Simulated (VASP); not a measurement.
# AlN (C2) in VASP: notebook

AlN is run at these levels: PBE; tasks: single point, relaxation of cell and atoms.

All numbers are computed with VASP 6.6.1; they aren't measurements. Logs are shortened: lines on timing, memory, paths and dates and some standing lists are left out, and cuts for length are marked.

## Step 1: The cell of the first run

Symmetry: C2, No. 5, monoclinic system. The conventional cell has a = 3.531 Å, b = 10.929 Å, c = 5.012 Å, α = 90.00°, β = 96.53°, γ = 90.00°. Al (site symmetry 1) has 4 N at 1.89 to 2.66 Å and 2 Al at 2.56 to 2.64 Å within 2.7 Å. Al (site symmetry 2) has 3 N at 1.83 to 1.93 Å within 2.4 Å. Within 2.4 Å of N (site symmetry 2) lie 3 Al at 1.83 to 1.89 Å and 2 N at 1.87 Å. N (site symmetry 2) has 2 N at 1.87 Å and 2 Al at 1.91 Å within 2.5 Å. N (site symmetry 2) has 4 Al at 1.93 to 2.01 Å within 2.6 Å.

The cell was built from a structure type or drawn by symmetry, and may not be a known phase.

## Step 2: Single point, PBE

INCAR reads:

```
ALGO = Normal
EDIFF = 1E-7
ENCUT = 520
GGA = PE
ISIF = 2
ISMEAR = 0
LASPH = True
LCHARG = False
LREAL = False
LWAVE = False
NBANDS = 21
NELM = 100
PREC = Accurate
SIGMA = 0.1
```

KPOINTS reads:

```
k-points
0
Gamma
  6 6 6
```

POSCAR reads:

```
AlN
1.0
    1.7004278692     -5.4646795453     -0.4755480635
    1.7004278692      5.4646795453     -0.4755480635
   -2.6089118405      0.0000000000      5.9001007325
Al N
3 3
Direct
   -0.1215914312     -0.1742237072      0.2539788329
    1.1742237072      1.1215914312      0.7460211671
    0.3169031409      0.6830968591      0.5000000000
    0.1496309918      0.8503690082      0.5000000000
    0.5927809511      0.4072190489      0.5000000000
    0.8880526402      0.1119473598      0.5000000000
```

Potentials or basis: VASP PAW PBE potentials, release 64 (Al, N).

Started as:

```console
$ cat potpaw_PBE.64/Al/POTCAR potpaw_PBE.64/N/POTCAR > POTCAR
$ mpirun -np 1 vasp_std > vasp.out
```

OUTCAR:

```text
EDIFF = 1E-7
   ENCUT = 520
   GGA = PE
   ISIF = 2
   ISMEAR = 0
   LASPH = True
   LREAL = False
   NELM = 100
   PREC = Accurate

 ion  position               nearest neighbor table
   1  0.878  0.826  0.254-   4 1.89   5 1.91   6 2.01   2 2.56   2 2.64   3 2.89
   2  0.174  0.122  0.746-   4 1.89   5 1.91   6 2.01   1 2.56   1 2.64   3 2.89
   3  0.317  0.683  0.500-   4 1.83   6 1.93   6 1.93   1 2.89   2 2.89
   4  0.150  0.850  0.500-   3 1.83   2 1.89   1 1.89
   5  0.593  0.407  0.500-   1 1.91   2 1.91
   6  0.888  0.112  0.500-   3 1.93   3 1.93   2 2.01   1 2.01

  Warning from LATTYP: Got some problem with cell dimensions!
  Tried to take original basis but could not verify dimensions!
  LATTYP: Found a base centered monoclinic cell.
 ALAT       =     3.5313458619
 B/A-ratio  =     3.0949557246
 C/A-ratio  =     1.4192798002
 COS(beta)  =    -0.1137743987

  Lattice vectors:

 A1 = (   1.7004278692,  -5.4646795453,  -0.4755480635)
 A2 = (   1.7004278692,   5.4646795453,  -0.4755480635)
 A3 = (   0.7919438979,   0.0000000000,   4.9490046055)

Analysis of symmetry for initial positions (statically):
=====================================================================
 Subroutine PRICEL returns:
 Original cell was already a primitive cell.

 Routine SETGRP: Setting up the symmetry group for a
 base centered monoclinic supercell.

 Subroutine GETGRP returns: Found  2 space group operations
 (whereof  2 operations were pure point group operations)
 out of a pool of  4 trial point group operations.

The static configuration has the point symmetry C_2 .

Analysis of symmetry for dynamics (positions and initial velocities):
=====================================================================
 Subroutine PRICEL returns:
 Original cell was already a primitive cell.

 Routine SETGRP: Setting up the symmetry group for a
 base centered monoclinic supercell.

 Subroutine GETGRP returns: Found  2 space group operations
 (whereof  2 operations were pure point group operations)
 out of a pool of  4 trial point group operations.

The dynamic configuration has the point symmetry C_2 .

 Subroutine INISYM returns: Found  2 space group operations
 (whereof  2 operations are pure point group operations),
 and found     1 'primitive' translations

----------------------------------------------------------------------------------------

                                     Primitive cell

  volume of cell :      96.0913

  direct lattice vectors                    reciprocal lattice vectors
     1.700427869 -5.464679545 -0.475548064     0.335536781 -0.091496673  0.148367955
     1.700427869  5.464679545 -0.475548064     0.335536781  0.091496673  0.148367955
    -2.608911840  0.000000000  5.900100733     0.054088523  0.000000000  0.193405543

  length of vectors
     5.742849766  5.742849766  6.451171184     0.378113241  0.378113241  0.200826474

  position of ions in fractional coordinates (direct lattice)
     0.878408569  0.825776293  0.253978833
     0.174223707  0.121591431  0.746021167
     0.316903141  0.683096859  0.500000000
     0.149630992  0.850369008  0.500000000
     0.592780951  0.407219049  0.500000000
     0.888052640  0.111947360  0.500000000

  ion indices of the primitive-cell ions
   primitive index   ion index
                 1           1
                 2           2
                 3           3
                 4           4
                 5           5
                 6           6

----------------------------------------------------------------------------------------

 KPOINTS: k-points

Automatic generation of k-mesh.
 Grid dimensions read from file:
 generate k-points for:    6    6    6

 Generating k-lattice:

  Cartesian coordinates                     Fractional coordinates (reciprocal lattice)
     0.055922797 -0.015249446  0.024727993     0.166666667 -0.000000000  0.000000000
     0.055922797  0.015249446  0.024727993    -0.000000000  0.166666667  0.000000000
     0.009014754  0.000000000  0.032234257     0.000000000  0.000000000  0.166666667

  Length of vectors
     0.063018873  0.063018873  0.033471079

  Shift w.r.t. Gamma in fractional coordinates (k-lattice)
     0.000000000  0.000000000  0.000000000

 Subroutine IBZKPT returns following result:
 ===========================================

 Found     68 irreducible k-points:

 Following reciprocal coordinates:
            Coordinates               Weight
  0.000000  0.000000  0.000000      1.000000
  0.166667 -0.000000  0.000000      4.000000
  0.333333 -0.000000  0.000000      4.000000
  0.500000  0.000000 -0.000000      2.000000
  0.166667  0.166667  0.000000      2.000000
  0.333333  0.166667 -0.000000      4.000000
[... 16 lines left out ...]
 -0.333333  0.166667  0.166667      4.000000
 -0.166667  0.166667  0.166667      4.000000
 [... further k-points ...]
   k-points           NKPTS =     68   k-points in BZ     NKDIM =     68   number of bands    NBANDS=     21
   number of dos      NEDOS =    301   number of ions     NIONS =      6
   total plane-waves  NPLWV = 110592
   dimension x,y,z NGX =    48 NGY =   48 NGZ =   48
   dimension x,y,z NGXF=    96 NGYF=   96 NGZF=   96
   ions per type =               3   3
   NGX,Y,Z   is equivalent  to a cutoff of  13.90, 13.90, 12.37 a.u.
   NGXF,Y,Z  is equivalent  to a cutoff of  27.79, 27.79, 24.74 a.u.
 SYSTEM =  unknown system
   PREC   = accura    normal or accurate (medium, high low for compatibility)
   ISTART =      0    job   : 0-new  1-cont  2-samecut
   ICHARG =      2    charge: 1-file 2-atom 10-const
   ISPIN  =      1    spin polarized calculation?
   LNONCOLLINEAR =      F non collinear calculations
   LSORBIT =      F    spin-orbit coupling
   LASPH  =      T    aspherical Exc in radial PAW
   ENCUT  =  520.0 eV  38.22 Ry    6.18 a.u.  10.68 10.68 11.99*2*pi/ulx,y,z
   NELM   =    100;   NELMIN=  2; NELMDL= -5     # of ELM steps
   EDIFF  = 0.1E-06   stopping-criterion for ELM
   LREAL  =      F    real-space projection
   EDIFFG = 0.1E-05   stopping-criterion for IOM
   NSW    =      0    number of steps for IOM
   IBRION =     -1    ionic relax: 0-MD 1-quasi-New 2-CG
   NFREE  =      0    steps in history (QN), initial steepest desc. (CG)
   ISIF   =      2    stress and relaxation
   ISYM   =      2    0-nonsym 1-usesym 2-fastsym
   POTIM  = 0.5000    time-step for ionic-motion
   TEBEG  =    0.0;   TEEND  =   0.0 temperature during run
   PSTRESS=    0.0 pullay stress
   NELECT =      24.0000    total number of electrons
   NUPDOWN=      -1.0000    fix difference up-down
   EMIN   =  10.00;   EMAX   =-10.00  energy-range for DOS
   EFERMI =   0.00;   METHOD = LEGACY
   ISMEAR =     0;   SIGMA  =   0.10  broadening in eV -4-tet -1-fermi 0-gaus
   EFERMI_NEDOS =   21; number of points for ismear=-14 and -15
   IALGO  =     38    algorithm
   IMIX   =      4    mixing-type and parameters
     AMIX     =   0.40;   BMIX     =  1.00
     AMIX_MAG =   1.60;   BMIX_MAG =  1.00
  volume/ion in A,a.u.               =      16.02       108.08
  Fermi-wavevector in a.u.,A,eV,Ry     =   1.030981  1.948271 14.461924  1.062921
  Thomas-Fermi vector in A             =   2.165106
   LORBIT       =      0    0 simple, 1 ext, 2 COOP (PROOUT), +10 PAW based schemes
   GGA     = PE    functional components
   LHFCALC =     F    Hartree Fock is set to
   AEXX    =    0.0000 exact exchange contribution
   IVDW    =     0    specifies the selected vdW correction
   LEPSILON=     F    determine dielectric tensor
   LRPA    =     F    only Hartree local field effects (RPA)
 non-spin polarized calculation
 Gauss-broadening in eV      SIGMA  =   0.10
  energy-cutoff  :      520.00
  volume of cell :       96.09
 maximum number of plane-waves:      2613
 NGX is ok and might be reduce to    48
   NGX = 21   NGY = 21   NGZ = 23

 number of electron      23.9999999 magnetization

 Free energy of the ion-electron system (eV)
  ---------------------------------------------------
  ext. energy  EPLUGINS =         0.00000000
  ---------------------------------------------------
  free energy    TOTEN  =       -35.68802312 eV

  energy without entropy =      -35.68048619  energy(sigma->0) =      -35.68425466

 E-fermi :   4.6821     XC(G=0):  -8.7635

 val. band max:        4.6752733638   @ k =   0.3333   0.1667   0.5000
 cond. band min:       4.6839439506   @ k =   0.5000  -0.0000   0.3333
 fundamental gap:      0.0086705868
 Fermi energy:         4.6820708319

 k-point     1 :       0.0000    0.0000    0.0000
  band No.  band energies     occupation
      1     -13.4345      2.00000
      2     -10.7719      2.00000
      3      -7.0313      2.00000
      4      -2.9483      2.00000
      5      -2.4693      2.00000
      6      -1.6611      2.00000
[... 13 lines left out ...]
     20      11.2617      0.00000
     21      12.3423      0.00000

 k-point     2 :       0.1667   -0.0000    0.0000
  band No.  band energies     occupation
      1     -13.1785      2.00000
      2     -10.6985      2.00000
      3      -7.7768      2.00000
      4      -3.6127      2.00000
      5      -2.1589      2.00000
      6      -1.3216      2.00000
[... 13 lines left out ...]
     20      11.5057      0.00000
     21      12.4184      0.00000

 k-point     3 :       0.3333   -0.0000    0.0000
  band No.  band energies     occupation
      1     -12.4599      2.00000
      2     -10.5434      2.00000
      3      -9.3386      2.00000
      4      -3.3722      2.00000
      5      -2.2638      2.00000
      6      -1.8615      2.00000
[... 13 lines left out ...]
     20      11.0136      0.00000
     21      11.9676      0.00000
[... 457 lines left out ...]
 k-point    23 :      -0.3333    0.1667    0.1667
  band No.  band energies     occupation
      1     -13.1313      2.00000
      2     -10.8436      2.00000
      3      -7.7577      2.00000
      4      -3.2783      2.00000
      5      -1.6828      2.00000
      6      -1.2422      2.00000
[... 13 lines left out ...]
     20      11.8648      0.00000
     21      12.5272      0.00000

 k-point    24 :      -0.1667    0.1667    0.1667
  band No.  band energies     occupation
      1     -13.3972      2.00000
      2     -10.8575      2.00000
      3      -6.9677      2.00000
      4      -3.0471      2.00000
      5      -2.2756      2.00000
      6      -1.9340      2.00000
[... 13 lines left out ...]
     20      11.9037      0.00000
     21      12.1357      0.00000

 [... further k-points ...]

------------------------ aborting loop because EDIFF is reached ----------------------------------------

  FORCE on cell =-STRESS in cart. coord.  units (eV):
  Direction    XX          YY          ZZ          XY          YZ          ZX
  --------------------------------------------------------------------------------------
  -------------------------------------------------------------------------------------
  Total       -0.0479089     -0.0642492     -0.0083503      0.0000000      0.0000000     -0.0896680
  in kB       -0.7988083     -1.0712594     -0.1392284      0.0000000      0.0000000     -1.4950791
  external PRESSURE =      -0.6697654 kB  Pullay stress =       0.0000000 kB

 VOLUME and BASIS-vectors are now :
 -----------------------------------------------------------------------------
  energy-cutoff  :      520.00
  volume of cell :       96.09
      direct lattice vectors                 reciprocal lattice vectors
     1.700427869 -5.464679545 -0.475548064     0.335536781 -0.091496673  0.148367955
     1.700427869  5.464679545 -0.475548064     0.335536781  0.091496673  0.148367955
    -2.608911840  0.000000000  5.900100733     0.054088523  0.000000000  0.193405543

 POSITION                                       TOTAL-FORCE (eV/Angst)
 -----------------------------------------------------------------------------------
      2.23524     -0.28762      0.68808        -0.004706      0.001201      0.011782
     -1.44329     -0.28762      4.26093         0.004706      0.001201     -0.011782
      0.39597      2.00113      2.47450         0.000000      0.011574     -0.000000
      0.39597      3.82931      2.47450        -0.000000     -0.010407     -0.000000
      0.39597     -1.01404      2.47450         0.000000     -0.000182     -0.000000
      0.39597     -4.24117      2.47450        -0.000000     -0.003387     -0.000000
 -----------------------------------------------------------------------------------
    total drift:                                0.000000     -0.000315      0.000000

  FREE ENERGIE OF THE ION-ELECTRON SYSTEM (eV)
  ---------------------------------------------------
  free  energy   TOTEN  =       -35.6880231249 eV

  energy  without entropy=      -35.6804861933  energy(sigma->0) =      -35.68425466
```

Run time: 3.1 min. Hardware: 1 thread of AMD EPYC 9R45 (Zen 5), shared host; peak memory 0.32 GiB.

What came out:

| Item | Value |
| --- | --- |
| Free energy | -35.6880 eV |
| Pressure | -0.1 GPa |
| Largest force | 0.013 eV/Å |
| Band gap on the k mesh | zero (bands 12 and 13 overlap by 0.53 eV) |

Forces in eV/Å, atoms in the order of the input:
```
Al  -0.005  0.001  0.012
Al   0.005  0.001 -0.012
Al   0.000  0.012  0.000
N    0.000 -0.010  0.000
N    0.000  0.000  0.000
N    0.000 -0.003  0.000
```

Stress tensor (GPa, compression positive):
```
-0.08  0.00 -0.15
 0.00 -0.11  0.00
-0.15  0.00 -0.01
```

Levels at points of the mesh, in eV from the Fermi level:
```tsv
k point	band 8	band 9	band 10	band 11	band 12	band 13	band 14	band 15	band 16	band 17
(0.00, 0.00, 0.00)	-4.90	-4.13	-3.32	-1.82	-1.49	0.81	2.29	3.19	3.72	4.08
(0.50, 0.00, 0.00)	-4.51	-4.15	-3.27	-1.41	-0.16	1.05	1.80	2.81	3.56	4.29
(0.50, 0.50, 0.00)	-5.25	-4.33	-4.17	-1.89	-1.33	-0.50	2.71	2.85	3.81	4.82
(0.00, 0.00, 0.50)	-4.43	-3.55	-2.50	-1.95	-1.22	1.06	1.85	2.93	3.40	3.81
(0.50, 0.00, 0.50)	-4.18	-3.88	-3.36	-2.60	-0.02	1.03	1.27	1.91	2.86	3.56
(0.50, 0.50, 0.50)	-5.20	-4.49	-2.08	-1.91	-1.22	0.78	1.56	2.90	3.31	4.76
```

Caveat: semilocal functionals underestimate gaps, so a narrow gap can read as zero.

## Step 3: Single point, PBE

This run uses another cell than the first one, of 10.52 Å³/atom.

INCAR reads:

```
SYSTEM = AlN
ALGO = Normal
EDIFF = 1E-7
ENCUT = 520
GGA = PE
ISIF = 2
ISMEAR = 0
LASPH = .True.
LCHARG = .False.
LREAL = .False.
LWAVE = .False.
NBANDS = 21
NELM = 100
PREC = Accurate
SIGMA = 0.1
```

KPOINTS reads:

```
k-points
0
Gamma
  6 6 6
  0 0 0
```

POSCAR reads:

```
AlN
1.0
    1.9196869500     -4.4807288700      0.0000000000
    1.9196869500      4.4807288700      0.0000000000
   -1.9196869500      0.0000000000      3.6673576400
Al N
3 3
Direct
    0.1272342300      0.1272342300      0.2544684600
    0.8727657700      0.8727657700      0.7455315400
    0.3541378600      0.6458621400      0.5000000000
    0.1458621400      0.8541378600      0.5000000000
    0.6458621400      0.3541378600      0.5000000000
    0.8541378600      0.1458621400      0.5000000000
```

Potentials or basis: VASP PAW PBE potentials, release 64 (Al, N).

Started as:

```console
$ cat potpaw_PBE.64/Al/POTCAR potpaw_PBE.64/N/POTCAR > POTCAR
$ mpirun -np 1 vasp_std > vasp.out
```

Run time: 59 s. Hardware: 1 thread of AMD EPYC 9R45 (Zen 5), shared host; peak memory 0.19 GiB.

The run converged. Its results:

```
Free energy            : -22.1875 eV
Pressure               : 77.7 GPa
Largest force          : 18.508 eV/Å
Band gap on the k mesh : zero (bands 12 and 13 overlap by 0.76 eV)
```

Forces on the atoms (eV/Å):
```
Al  -7.043 -8.800  5.685
Al   7.043 -8.800 -5.685
Al   0.000 18.508  0.000
N    0.000 -1.163  0.000
N    0.000 -1.463  0.000
N    0.000  1.718  0.000
```

Stress tensor (GPa, compression positive):
```
 59.55   0.00  25.46
  0.00  71.21   0.00
 25.46   0.00 102.45
```

Levels at points of the mesh, in eV from the Fermi level:
| k point | band 9 | band 10 | band 11 | band 12 | band 13 | band 14 | band 15 | band 16 |
| --- | --- | --- | --- | --- | --- | --- | --- | --- |
| (0.00, 0.00, 0.00) | -2.96 | -2.43 | -1.32 | -0.05 | 1.59 | 1.76 | 3.30 | 5.37 |
| (0.50, 0.00, 0.00) | -2.93 | -2.28 | -0.93 | -0.42 | 0.13 | 1.71 | 2.30 | 4.32 |
| (0.00, 0.50, 0.50) | -2.89 | -1.68 | -0.90 | -0.37 | 0.16 | 0.65 | 2.65 | 4.30 |
| (0.50, 0.50, 0.00) | -3.54 | -3.49 | -1.53 | -1.31 | -0.40 | 2.16 | 3.22 | 5.12 |
| (0.00, 0.00, 0.50) | -3.74 | -1.12 | -0.71 | -0.35 | 1.76 | 3.22 | 5.54 | 5.64 |
| (0.50, 0.50, 0.50) | -4.68 | -2.59 | -0.70 | 0.36 | 0.40 | 3.67 | 5.28 | 5.75 |

Caveat: the cell stands under pressure; semilocal functionals underestimate gaps, so a narrow gap can read as zero; forces of over 1 eV/Å act on the atoms, so gaps and moduli don't describe the material at rest.

(Part 1 of 2 ends here.)
